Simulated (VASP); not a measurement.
# Cd3HgTe4 (P4/mmm) in VASP: notebook

Cd3HgTe4 is run at these levels: PBE; tasks: single point.

All numbers are computed with VASP 6.6.1; they aren't measurements. Logs are shortened: lines on timing, memory, paths and dates and some standing lists are left out, and cuts for length are marked.

### 1 The cell of the first run

It takes space group P4/mmm (No. 123, tetragonal). Conventional cell: a = 4.378 Å, b = 4.378 Å, c = 12.382 Å, α = 90.00°, β = 90.00°, γ = 90.00°. Within 4.1 Å of Cd (site symmetry 4mm) lie 6 Te at 3.10 Å. Cd (site symmetry 4/mmm) has 6 Te at 3.10 Å within 4.1 Å. Within 4.1 Å of Hg (site symmetry 4/mmm) lie 6 Te at 3.10 Å. Within 4.1 Å of Te (site symmetry 4mm) lie 5 Cd at 3.10 Å and 1 Hg at 3.10 Å. Within 4.1 Å of Te (site symmetry 4/mmm) lie 6 Cd at 3.10 Å. Te (site symmetry 4/mmm) has 2 Cd at 3.10 Å and 4 Hg at 3.10 Å within 4.1 Å.

### 2 Single point, PBE

The input, INCAR:

```
SYSTEM = Cd3HgTe4
PREC = Accurate
ENCUT = 520
EDIFF = 1E-7
ISMEAR = 0
SIGMA = 0.1
LREAL = .False.
LASPH = .True.
NELM = 80
ALGO = Normal
ISIF = 2
LWAVE = .False.
LCHARG = .False.
GGA = PE
NBANDS = 46
```

The input, KPOINTS:

```
Automatic mesh
0
Gamma
  4 4 2
  0 0 0
```

The input, POSCAR:

```
Cd3HgTe4
1.0
    4.3777576600      0.0000000000      0.0000000000
    0.0000000000      4.3777576600      0.0000000000
    0.0000000000      0.0000000000     12.3821685100
Cd Hg Te
3 1 4
Direct
    0.5000000000      0.5000000000      0.2500000000
    0.0000000000      0.0000000000      0.5000000000
    0.5000000000      0.5000000000      0.7500000000
    0.0000000000      0.0000000000      0.0000000000
    0.0000000000      0.0000000000      0.2500000000
    0.5000000000      0.5000000000      0.5000000000
    0.0000000000      0.0000000000      0.7500000000
    0.5000000000      0.5000000000      0.0000000000
```

Potentials or basis: VASP PAW PBE potentials, release 64 (Cd, Hg, Te).

Launch:

```sh
$ cat potpaw_PBE.64/Cd/POTCAR potpaw_PBE.64/Hg/POTCAR potpaw_PBE.64/Te/POTCAR > POTCAR
$ mpirun -np 1 vasp_std > vasp.out
```

OUTCAR:

```text
SYSTEM = Cd3HgTe4
   PREC = Accurate
   ENCUT = 520
   EDIFF = 1E-7
   ISMEAR = 0
   LREAL = .False.
   LASPH = .True.
   NELM = 80
   ISIF = 2
   GGA = PE

 ion  position               nearest neighbor table
   1  0.500  0.500  0.250-   6 3.10   8 3.10   5 3.10   5 3.10   5 3.10   5 3.10
   2  0.000  0.000  0.500-   5 3.10   7 3.10   6 3.10   6 3.10   6 3.10   6 3.10
   3  0.500  0.500  0.750-   6 3.10   8 3.10   7 3.10   7 3.10   7 3.10   7 3.10
   4  0.000  0.000  0.000-   5 3.10   7 3.10   8 3.10   8 3.10   8 3.10   8 3.10
   5  0.000  0.000  0.250-   2 3.10   4 3.10   1 3.10   1 3.10   1 3.10   1 3.10
   6  0.500  0.500  0.500-   1 3.10   3 3.10   2 3.10   2 3.10   2 3.10   2 3.10
   7  0.000  0.000  0.750-   2 3.10   4 3.10   3 3.10   3 3.10   3 3.10   3 3.10
   8  0.500  0.500  0.000-   1 3.10   3 3.10   4 3.10   4 3.10   4 3.10   4 3.10

  LATTYP: Found a simple tetragonal cell.
 ALAT       =     4.3777576600
 C/A-ratio  =     2.8284271245

  Lattice vectors:

 A1 = (   4.3777576600,   0.0000000000,   0.0000000000)
 A2 = (   0.0000000000,   4.3777576600,   0.0000000000)
 A3 = (   0.0000000000,   0.0000000000,  12.3821685100)

Analysis of symmetry for initial positions (statically):
=====================================================================
 Subroutine PRICEL returns:
 Original cell was already a primitive cell.

 Routine SETGRP: Setting up the symmetry group for a
 simple tetragonal supercell.

 Subroutine GETGRP returns: Found 16 space group operations
 (whereof 16 operations were pure point group operations)
 out of a pool of 16 trial point group operations.

The static configuration has the point symmetry D_4h.

Analysis of symmetry for dynamics (positions and initial velocities):
=====================================================================
 Subroutine PRICEL returns:
 Original cell was already a primitive cell.

 Routine SETGRP: Setting up the symmetry group for a
 simple tetragonal supercell.

 Subroutine GETGRP returns: Found 16 space group operations
 (whereof 16 operations were pure point group operations)
 out of a pool of 16 trial point group operations.

The dynamic configuration has the point symmetry D_4h.

 Subroutine INISYM returns: Found 16 space group operations
 (whereof 16 operations are pure point group operations),
 and found     1 'primitive' translations

----------------------------------------------------------------------------------------

                                     Primitive cell

  volume of cell :     237.3013

  direct lattice vectors                    reciprocal lattice vectors
     4.377757660  0.000000000  0.000000000     0.228427446  0.000000000  0.000000000
     0.000000000  4.377757660  0.000000000     0.000000000  0.228427446  0.000000000
     0.000000000  0.000000000 12.382168510     0.000000000  0.000000000  0.080761298

  length of vectors
     4.377757660  4.377757660 12.382168510     0.228427446  0.228427446  0.080761298

  position of ions in fractional coordinates (direct lattice)
     0.500000000  0.500000000  0.250000000
     0.000000000  0.000000000  0.500000000
     0.500000000  0.500000000  0.750000000
     0.000000000  0.000000000  0.000000000
     0.000000000  0.000000000  0.250000000
     0.500000000  0.500000000  0.500000000
     0.000000000  0.000000000  0.750000000
     0.500000000  0.500000000  0.000000000

  ion indices of the primitive-cell ions
   primitive index   ion index
                 1           1
                 2           2
                 3           3
                 4           4
                 5           5
                 6           6
                 7           7
                 8           8

----------------------------------------------------------------------------------------

 KPOINTS: Automatic mesh

Automatic generation of k-mesh.
 Grid dimensions read from file:
 generate k-points for:    4    4    2

 Generating k-lattice:

  Cartesian coordinates                     Fractional coordinates (reciprocal lattice)
     0.057106861  0.000000000  0.000000000     0.250000000  0.000000000  0.000000000
     0.000000000  0.057106861  0.000000000     0.000000000  0.250000000  0.000000000
     0.000000000  0.000000000  0.040380649     0.000000000  0.000000000  0.500000000

  Length of vectors
     0.057106861  0.057106861  0.040380649

  Shift w.r.t. Gamma in fractional coordinates (k-lattice)
     0.000000000  0.000000000  0.000000000

 Subroutine IBZKPT returns following result:
 ===========================================

 Found     12 irreducible k-points:

 Following reciprocal coordinates:
            Coordinates               Weight
  0.000000  0.000000  0.000000      1.000000
  0.250000  0.000000  0.000000      4.000000
  0.500000  0.000000  0.000000      2.000000
  0.250000  0.250000  0.000000      4.000000
  0.500000  0.250000  0.000000      4.000000
  0.500000  0.500000  0.000000      1.000000
  0.000000  0.000000  0.500000      1.000000
  0.250000  0.000000  0.500000      4.000000
  0.500000  0.000000  0.500000      2.000000
  0.250000  0.250000  0.500000      4.000000
  0.500000  0.250000  0.500000      4.000000
  0.500000  0.500000  0.500000      1.000000
   k-points           NKPTS =     12   k-points in BZ     NKDIM =     12   number of bands    NBANDS=     46
   number of dos      NEDOS =    301   number of ions     NIONS =      8
   total plane-waves  NPLWV = 124416
   dimension x,y,z NGX =    36 NGY =   36 NGZ =   96
   dimension x,y,z NGXF=    72 NGYF=   72 NGZF=  192
   ions per type =               3   1   4
   NGX,Y,Z   is equivalent  to a cutoff of  13.67, 13.67, 12.89 a.u.
   NGXF,Y,Z  is equivalent  to a cutoff of  27.34, 27.34, 25.78 a.u.
 SYSTEM =  Cd3HgTe4
   PREC   = accura    normal or accurate (medium, high low for compatibility)
   ISTART =      0    job   : 0-new  1-cont  2-samecut
   ICHARG =      2    charge: 1-file 2-atom 10-const
   ISPIN  =      1    spin polarized calculation?
   LNONCOLLINEAR =      F non collinear calculations
   LSORBIT =      F    spin-orbit coupling
   LASPH  =      T    aspherical Exc in radial PAW
   ENCUT  =  520.0 eV  38.22 Ry    6.18 a.u.   8.14  8.14 23.02*2*pi/ulx,y,z
   NELM   =     80;   NELMIN=  2; NELMDL= -5     # of ELM steps
   EDIFF  = 0.1E-06   stopping-criterion for ELM
   LREAL  =      F    real-space projection
   EDIFFG = 0.1E-05   stopping-criterion for IOM
   NSW    =      0    number of steps for IOM
   IBRION =     -1    ionic relax: 0-MD 1-quasi-New 2-CG
   NFREE  =      0    steps in history (QN), initial steepest desc. (CG)
   ISIF   =      2    stress and relaxation
   ISYM   =      2    0-nonsym 1-usesym 2-fastsym
   POTIM  = 0.5000    time-step for ionic-motion
   TEBEG  =    0.0;   TEEND  =   0.0 temperature during run
   PSTRESS=    0.0 pullay stress
   NELECT =      72.0000    total number of electrons
   NUPDOWN=      -1.0000    fix difference up-down
   EMIN   =  10.00;   EMAX   =-10.00  energy-range for DOS
   EFERMI =   0.00;   METHOD = LEGACY
   ISMEAR =     0;   SIGMA  =   0.10  broadening in eV -4-tet -1-fermi 0-gaus
   EFERMI_NEDOS =   21; number of points for ismear=-14 and -15
   IALGO  =     38    algorithm
   IMIX   =      4    mixing-type and parameters
     AMIX     =   0.40;   BMIX     =  1.00
     AMIX_MAG =   1.60;   BMIX_MAG =  1.00
  volume/ion in A,a.u.               =      29.66       200.17
  Fermi-wavevector in a.u.,A,eV,Ry     =   1.100067  2.078824 16.465041  1.210146
  Thomas-Fermi vector in A             =   2.236472
   LORBIT       =      0    0 simple, 1 ext, 2 COOP (PROOUT), +10 PAW based schemes
   GGA     = PE    functional components
   LHFCALC =     F    Hartree Fock is set to
   AEXX    =    0.0000 exact exchange contribution
   IVDW    =     0    specifies the selected vdW correction
   LEPSILON=     F    determine dielectric tensor
   LRPA    =     F    only Hartree local field effects (RPA)
 non-spin polarized calculation
 Gauss-broadening in eV      SIGMA  =   0.10
  energy-cutoff  :      520.00
  volume of cell :      237.30
 maximum number of plane-waves:      6451
 NGX is ok and might be reduce to    36
   NGX = 17   NGY = 17   NGZ = 47

 number of electron      71.9999989 magnetization

 Free energy of the ion-electron system (eV)
  ---------------------------------------------------
  ext. energy  EPLUGINS =         0.00000000
  ---------------------------------------------------
  free energy    TOTEN  =       -16.52690203 eV

  energy without entropy =      -16.50693503  energy(sigma->0) =      -16.51691853

 E-fermi :   3.6751     XC(G=0):  -9.5502

 val. band max:        3.6281346071   @ k =   0.5000   0.0000   0.0000
 cond. band min:       3.7200168191   @ k =   0.5000   0.0000   0.5000
 fundamental gap:      0.0918822119
 Fermi energy:         3.6750530537

 k-point     1 :       0.0000    0.0000    0.0000
  band No.  band energies     occupation
      1      -7.8470      2.00000
      2      -7.3502      2.00000
      3      -7.2255      2.00000
      4      -6.9645      2.00000
      5      -4.6132      2.00000
      6      -4.6086      2.00000
[... 38 lines left out ...]
     45       9.1179      0.00000
     46      10.8427      0.00000

 k-point     2 :       0.2500    0.0000    0.0000
  band No.  band energies     occupation
      1      -7.5519      2.00000
      2      -7.1138      2.00000
      3      -6.9972      2.00000
      4      -6.8428      2.00000
      5      -4.6581      2.00000
      6      -4.6531      2.00000
[... 38 lines left out ...]
     45       9.0890      0.00000
     46       9.1195      0.00000

 k-point     3 :       0.5000    0.0000    0.0000
  band No.  band energies     occupation
      1      -7.0861      2.00000
      2      -6.8927      2.00000
      3      -6.7443      2.00000
      4      -6.7163      2.00000
      5      -4.7247      2.00000
      6      -4.7170      2.00000
[... 430 lines left out ...]
     45       9.8359      0.00000
     46       9.8364      0.00000

 k-point    12 :       0.5000    0.5000    0.5000
  band No.  band energies     occupation
      1      -7.0862      2.00000
      2      -6.8906      2.00000
      3      -6.8879      2.00000
      4      -6.8568      2.00000
      5      -4.6054      2.00000
      6      -4.6054      2.00000
[... 38 lines left out ...]
     45      10.3991      0.00000
     46      10.4255      0.00000

------------------------ aborting loop because EDIFF is reached ----------------------------------------

  FORCE on cell =-STRESS in cart. coord.  units (eV):
  Direction    XX          YY          ZZ          XY          YZ          ZX
  --------------------------------------------------------------------------------------
  -------------------------------------------------------------------------------------
  Total       -1.0504682     -1.0504682     -1.4941701      0.0000000     -0.0000000      0.0000000
  in kB       -7.0924018     -7.0924018    -10.0881253      0.0000000     -0.0000000      0.0000000
  external PRESSURE =      -8.0909763 kB  Pullay stress =       0.0000000 kB

 VOLUME and BASIS-vectors are now :
 -----------------------------------------------------------------------------
  energy-cutoff  :      520.00
  volume of cell :      237.30
      direct lattice vectors                 reciprocal lattice vectors
     4.377757660  0.000000000  0.000000000     0.228427446  0.000000000  0.000000000
     0.000000000  4.377757660  0.000000000     0.000000000  0.228427446  0.000000000
     0.000000000  0.000000000 12.382168510     0.000000000  0.000000000  0.080761298

 POSITION                                       TOTAL-FORCE (eV/Angst)
 -----------------------------------------------------------------------------------
      2.18888      2.18888      3.09554         0.000000     -0.000000      0.090594
      0.00000      0.00000      6.19108         0.000000      0.000000      0.000000
      2.18888      2.18888      9.28663        -0.000000     -0.000000     -0.090594
      0.00000      0.00000      0.00000         0.000000      0.000000      0.000000
      0.00000      0.00000      3.09554         0.000000      0.000000      0.137511
      2.18888      2.18888      6.19108         0.000000      0.000000      0.000000
      0.00000      0.00000      9.28663         0.000000      0.000000     -0.137511
      2.18888      2.18888      0.00000         0.000000      0.000000      0.000000
 -----------------------------------------------------------------------------------
    total drift:                                0.000000      0.000000      0.000000

  FREE ENERGIE OF THE ION-ELECTRON SYSTEM (eV)
  ---------------------------------------------------
  free  energy   TOTEN  =       -16.5269020329 eV

  energy  without entropy=      -16.5069350281  energy(sigma->0) =      -16.51691853
```

Run time: 4.5 min. Hardware: 1 thread of Oxide Virtual Turin-like, shared host; peak memory 0.38 GiB.

Results:

- Free energy: -16.5269 eV
- Pressure: -0.8 GPa
- Largest force: 0.138 eV/Å
- Band gap on the k mesh: zero (band 36 reaches 3.79 eV, above the bottom of band 37 at 1.79 eV)

Forces in eV/Å, atoms in the order of the input:
```
Cd   0.000  0.000  0.091
Cd   0.000  0.000  0.000
Cd   0.000  0.000 -0.091
Hg   0.000  0.000  0.000
Te   0.000  0.000  0.138
Te   0.000  0.000  0.000
Te   0.000  0.000 -0.138
Te   0.000  0.000  0.000
```

Stress tensor (GPa, compression positive):
```
-0.71  0.00  0.00
 0.00 -0.71  0.00
 0.00  0.00 -1.01
```

Caveat: spin-orbit coupling is left out, which moves the levels of the heavy elements.

(Continued in part 2 of 2.)
